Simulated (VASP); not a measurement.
# WSe4 in VASP: a series of runs, part 2 of 2

VASP 6.6.1. The steps go on from the part before.

## 5. Single point, PBE

INCAR reads:

```
SYSTEM = WSe4
PREC = Accurate ; ENCUT = 520
EDIFF = 1E-7 ; ISMEAR = 0
SIGMA = 0.05 ; LREAL = .False.
LASPH = .True. ; NELM = 80
ALGO = Normal ; ISIF = 2
LWAVE = .False. ; LCHARG = .False.
LDIPOL = .True. ; IDIPOL = 3
DIPOL = 0.5 0.5 0.500 ; GGA = PE
NBANDS = 27
```

KPOINTS reads:

```
Automatic mesh
0
Gamma
  13 13 1
  0 0 0
```

POSCAR reads:

```
WSe4
1.0
    3.3200828450      0.0000000000      0.0000000000
   -1.6600414225      2.8752760865      0.0000000000
    0.0000000000      0.0000000000     44.9517854828
Se W
4 1
Direct
    0.3333333333      0.6666666667      0.1668454305
    0.3333333333      0.6666666667      0.4626634717
    0.3333333333      0.6666666667      0.5373365283
    0.3333333333      0.6666666667      0.8331545695
    0.0000000000      0.0000000000      0.5000000000
```

Potentials or basis: VASP PAW PBE potentials, release 64 (Se, W_sv).

The run is started by

```
$ cat potpaw_PBE.64/Se/POTCAR potpaw_PBE.64/W_sv/POTCAR > POTCAR
$ mpirun -np 1 vasp_std > vasp.out
```

OUTCAR:

```text
SYSTEM = WSe4
   PREC = Accurate
   ENCUT = 520
   EDIFF = 1E-7
   ISMEAR = 0
   LREAL = .False.
   LASPH = .True.
   NELM = 80
   ISIF = 2
   GGA = PE

 ion  position               nearest neighbor table
   1  0.333  0.667  0.167-
   2  0.333  0.667  0.463-   5 2.55   5 2.55   5 2.55
   3  0.333  0.667  0.537-   5 2.55   5 2.55   5 2.55
   4  0.333  0.667  0.833-
   5  0.000  0.000  0.500-   2 2.55   3 2.55   2 2.55   3 2.55   2 2.55   3 2.55

  LATTYP: Found a hexagonal cell.
 ALAT       =     3.3200828450
 C/A-ratio  =    13.5393565707

  Lattice vectors:

 A1 = (   3.3200828450,   0.0000000000,   0.0000000000)
 A2 = (  -1.6600414225,   2.8752760865,   0.0000000000)
 A3 = (   0.0000000000,   0.0000000000,  44.9517854828)

Analysis of symmetry for initial positions (statically):
=====================================================================
 Subroutine PRICEL returns:
 Original cell was already a primitive cell.

 Routine SETGRP: Setting up the symmetry group for a
 hexagonal supercell.

 Subroutine GETGRP returns: Found 12 space group operations
 (whereof 12 operations were pure point group operations)
 out of a pool of 24 trial point group operations.

The static configuration has the point symmetry D_3h.

Analysis of symmetry for dynamics (positions and initial velocities):
=====================================================================
 Subroutine PRICEL returns:
 Original cell was already a primitive cell.

 Routine SETGRP: Setting up the symmetry group for a
 hexagonal supercell.

 Subroutine GETGRP returns: Found 12 space group operations
 (whereof 12 operations were pure point group operations)
 out of a pool of 24 trial point group operations.

The dynamic configuration has the point symmetry D_3h.

 Subroutine INISYM returns: Found 12 space group operations
 (whereof 12 operations are pure point group operations),
 and found     1 'primitive' translations

----------------------------------------------------------------------------------------

                                     Primitive cell

  volume of cell :     429.1167

  direct lattice vectors                    reciprocal lattice vectors
     3.320082845  0.000000000  0.000000000     0.301197303  0.173896344  0.000000000
    -1.660041422  2.875276086  0.000000000     0.000000000  0.347792688  0.000000000
     0.000000000  0.000000000 44.951785483     0.000000000  0.000000000  0.022246057

  length of vectors
     3.320082845  3.320082845 44.951785483     0.347792688  0.347792688  0.022246057

  position of ions in fractional coordinates (direct lattice)
     0.333333333  0.666666667  0.166845430
     0.333333333  0.666666667  0.462663472
     0.333333333  0.666666667  0.537336528
     0.333333333  0.666666667  0.833154570
     0.000000000  0.000000000  0.500000000

  ion indices of the primitive-cell ions
   primitive index   ion index
                 1           1
                 2           2
                 3           3
                 4           4
                 5           5

[... 30 lines left out ...]
  0.153846 -0.000000  0.000000      6.000000
  0.230769  0.000000  0.000000      6.000000
  0.307692 -0.000000  0.000000      6.000000
  0.384615  0.000000  0.000000      6.000000
[... 13 lines left out ...]
  0.384615  0.230769  0.000000      6.000000
  0.307692  0.307692  0.000000      6.000000
   k-points           NKPTS =     21   k-points in BZ     NKDIM =     21   number of bands    NBANDS=     27
   number of dos      NEDOS =    301   number of ions     NIONS =      5
   total plane-waves  NPLWV = 263424
   dimension x,y,z NGX =    28 NGY =   28 NGZ =  336
   dimension x,y,z NGXF=    56 NGYF=   56 NGZF=  672
   ions per type =               4   1
   NGX,Y,Z   is equivalent  to a cutoff of  14.02, 14.02, 12.43 a.u.
   NGXF,Y,Z  is equivalent  to a cutoff of  28.04, 28.04, 24.85 a.u.
 SYSTEM =  WSe4
   PREC   = accura    normal or accurate (medium, high low for compatibility)
   ISTART =      0    job   : 0-new  1-cont  2-samecut
   ICHARG =      2    charge: 1-file 2-atom 10-const
   ISPIN  =      1    spin polarized calculation?
   LNONCOLLINEAR =      F non collinear calculations
   LSORBIT =      F    spin-orbit coupling
   LASPH  =      T    aspherical Exc in radial PAW
   ENCUT  =  520.0 eV  38.22 Ry    6.18 a.u.   6.17  6.17 83.58*2*pi/ulx,y,z
   NELM   =     80;   NELMIN=  2; NELMDL= -5     # of ELM steps
   EDIFF  = 0.1E-06   stopping-criterion for ELM
   LREAL  =      F    real-space projection
   EDIFFG = 0.1E-05   stopping-criterion for IOM
   NSW    =      0    number of steps for IOM
   IBRION =     -1    ionic relax: 0-MD 1-quasi-New 2-CG
   NFREE  =      0    steps in history (QN), initial steepest desc. (CG)
   ISIF   =      2    stress and relaxation
   ISYM   =      2    0-nonsym 1-usesym 2-fastsym
   POTIM  = 0.5000    time-step for ionic-motion
   TEBEG  =    0.0;   TEEND  =   0.0 temperature during run
   PSTRESS=    0.0 pullay stress
   NELECT =      38.0000    total number of electrons
   NUPDOWN=      -1.0000    fix difference up-down
   EMIN   =  10.00;   EMAX   =-10.00  energy-range for DOS
   EFERMI =   0.00;   METHOD = LEGACY
   ISMEAR =     0;   SIGMA  =   0.05  broadening in eV -4-tet -1-fermi 0-gaus
   EFERMI_NEDOS =   21; number of points for ismear=-14 and -15
   IALGO  =     38    algorithm
   IMIX   =      4    mixing-type and parameters
     AMIX     =   0.40;   BMIX     =  1.00
     AMIX_MAG =   1.60;   BMIX_MAG =  1.00
  volume/ion in A,a.u.               =      85.82       579.16
  Fermi-wavevector in a.u.,A,eV,Ry     =   0.729700  1.378933  7.244582  0.532462
  Thomas-Fermi vector in A             =   1.821487
   LORBIT       =      0    0 simple, 1 ext, 2 COOP (PROOUT), +10 PAW based schemes
   GGA     = PE    functional components
   LHFCALC =     F    Hartree Fock is set to
   AEXX    =    0.0000 exact exchange contribution
   IVDW    =     0    specifies the selected vdW correction
   LEPSILON=     F    determine dielectric tensor
   LRPA    =     F    only Hartree local field effects (RPA)
 non-spin polarized calculation
 Gauss-broadening in eV      SIGMA  =   0.05
  energy-cutoff  :      520.00
  volume of cell :      429.12
 maximum number of plane-waves:     11608
 NGX is ok and might be reduce to    28
   NGX = 13   NGY = 13   NGZ =167

 dipolmoment           0.000000      0.000000      0.000000 electrons x Angstroem

 number of electron      37.9999997 magnetization

 dipolmoment           0.000000      0.000000     -0.000000 electrons x Angstroem

 Free energy of the ion-electron system (eV)
  ---------------------------------------------------
  ext. energy  EPLUGINS =         0.00000000
  ---------------------------------------------------
  free energy    TOTEN  =       -26.02058135 eV

  energy without entropy =      -26.00953179  energy(sigma->0) =      -26.01505657

 E-fermi :  -3.3608     XC(G=0):  -3.4829

 val. band max:       -3.3798708928   @ k =   0.4615   0.0769   0.0000
 cond. band min:      -3.3420482692   @ k =   0.3846   0.1538   0.0000
 fundamental gap:      0.0378226236
 Fermi energy:        -3.3607692039

 k-point     1 :       0.0000    0.0000    0.0000
  band No.  band energies     occupation
      1     -77.3967      2.00000
      2     -41.6118      2.00000
      3     -41.5156      2.00000
      4     -41.5156      2.00000
      5     -17.9960      2.00000
      6     -16.7582      2.00000
[... 619 lines left out ...]
     26       2.4264      0.00000
     27       3.2773      0.00000

------------------------ aborting loop because EDIFF is reached ----------------------------------------

 vacuum level on the upper side and lower side of the slab       (xc-potential included)        -0.020        -0.020

  FORCE on cell =-STRESS in cart. coord.  units (eV):
  Direction    XX          YY          ZZ          XY          YZ          ZX
  --------------------------------------------------------------------------------------
  -------------------------------------------------------------------------------------
  Total       -6.0081545     -6.0081545      0.1634164      0.0000000      0.0000000      0.0000000
  in kB      -22.4324266    -22.4324266      0.6101419      0.0000000      0.0000000      0.0000000
  external PRESSURE =     -14.7515705 kB  Pullay stress =       0.0000000 kB

 VOLUME and BASIS-vectors are now :
 -----------------------------------------------------------------------------
  energy-cutoff  :      520.00
  volume of cell :      429.12
      direct lattice vectors                 reciprocal lattice vectors
     3.320082845  0.000000000  0.000000000     0.301197303  0.173896344  0.000000000
    -1.660041422  2.875276086  0.000000000     0.000000000  0.347792688  0.000000000
     0.000000000  0.000000000 44.951785483     0.000000000  0.000000000  0.022246057

 POSITION                                       TOTAL-FORCE (eV/Angst)
 -----------------------------------------------------------------------------------
     -0.00000      1.91685      7.50000         0.000000      0.000000      0.000372
     -0.00000      1.91685     20.79755        -0.000000      0.000000     -0.056111
     -0.00000      1.91685     24.15424        -0.000000      0.000000      0.056111
     -0.00000      1.91685     37.45179         0.000000     -0.000000     -0.000372
      0.00000      0.00000     22.47589         0.000000      0.000000     -0.000000
 -----------------------------------------------------------------------------------
    total drift:                                0.000000     -0.000000     -0.000000

  FREE ENERGIE OF THE ION-ELECTRON SYSTEM (eV)
  ---------------------------------------------------
  free  energy   TOTEN  =       -26.0205813467 eV

  energy  without entropy=      -26.0095317921  energy(sigma->0) =      -26.01505657

 vacuum level on the upper side and lower side of the slab         3.094         3.094
```

OSZICAR:

```text
N       E                     dE             d eps       ncg     rms          rms(c)
DAV:   1     0.258424156328E+03    0.25842E+03   -0.16286E+04  1398   0.104E+03
DAV:   2     0.428086313835E+01   -0.25414E+03   -0.24696E+03  1635   0.203E+02
DAV:   3    -0.265537380500E+02   -0.30835E+02   -0.30561E+02  1512   0.712E+01
DAV:   4    -0.272435299329E+02   -0.68979E+00   -0.68336E+00  1484   0.124E+01
[... 34 lines left out ...]
DAV:  39    -0.260205796798E+02   -0.15390E-05   -0.84138E-08   871   0.102E-03    0.111E-03
DAV:  40    -0.260205807647E+02   -0.10849E-05   -0.28648E-08   834   0.918E-04    0.112E-03
DAV:  41    -0.260205811645E+02   -0.39978E-06   -0.37313E-08   751   0.738E-04    0.803E-04
DAV:  42    -0.260205812742E+02   -0.10967E-06   -0.41025E-09   711   0.333E-04    0.364E-04
DAV:  43    -0.260205813467E+02   -0.72493E-07   -0.32611E-09   714   0.261E-04
   1 F= -.26020581E+02 E0= -.26015057E+02  d E =-.110496E-01
```

stdout:

```text
POSCAR found type information on POSCAR SeW
 POSCAR found :  2 types and       5 ions
 scaLAPACK will be used
 LDA part: xc-table for (Slater+PW92), standard interpolation
 POSCAR, INCAR and KPOINTS ok, starting setup
 FFT: planning ... GRIDC
 FFT: planning ... GRID_SOFT
 FFT: planning ... GRID
 WAVECAR not read
 entering main loop
```

Run time: 7.2 min. Hardware: 1 thread of AMD EPYC 9R45 (Zen 5), shared host; peak memory 0.71 GiB.

Results:

- Free energy: -26.0206 eV
- Largest force: 0.056 eV/Å
- Band gap on the k mesh: zero (bands 19 and 20 overlap by 2.40 eV)

Forces on the atoms (eV/Å):
```
Se   0.000  0.000  0.000
Se   0.000  0.000 -0.056
Se   0.000  0.000  0.056
Se   0.000  0.000  0.000
W    0.000  0.000  0.000
```

Caveat: spin-orbit coupling is left out, which moves the levels of the heavy elements.

## 6. Summary

```tsv
cell	k mesh	dipole correction	gap on the mesh (eV)	largest force (eV/Å)
a = 3.320, b = 3.320, c = 44.952 Å, angles 90.0, 90.0, 120.0°, 5 atoms	9 × 9 × 1	yes	none	0.06
a = 3.320, b = 3.320, c = 37.952 Å, angles 90.0, 90.0, 120.0°, 5 atoms	9 × 9 × 1	no	none	0.06
a = 3.320, b = 3.320, c = 44.952 Å, angles 90.0, 90.0, 120.0°, 5 atoms	13 × 13 × 1	yes	none	0.06
```

Alike in all rows: task single point; level PBE; potentials or basis VASP PAW PBE potentials, release 64 (Se, W_sv); no spin polarisation; cutoff (eV) 520; smearing gaussian 0.05 eV.

Caveats: spin-orbit coupling is left out, which moves the levels of the heavy elements; there is no dipole correction, which matters where the two faces differ (at least some runs).

Total energies depend on the potentials used, so only differences within one code and one set of settings carry meaning.

The gap in the log of VASP goes by the Fermi energy; the results here count the filled bands.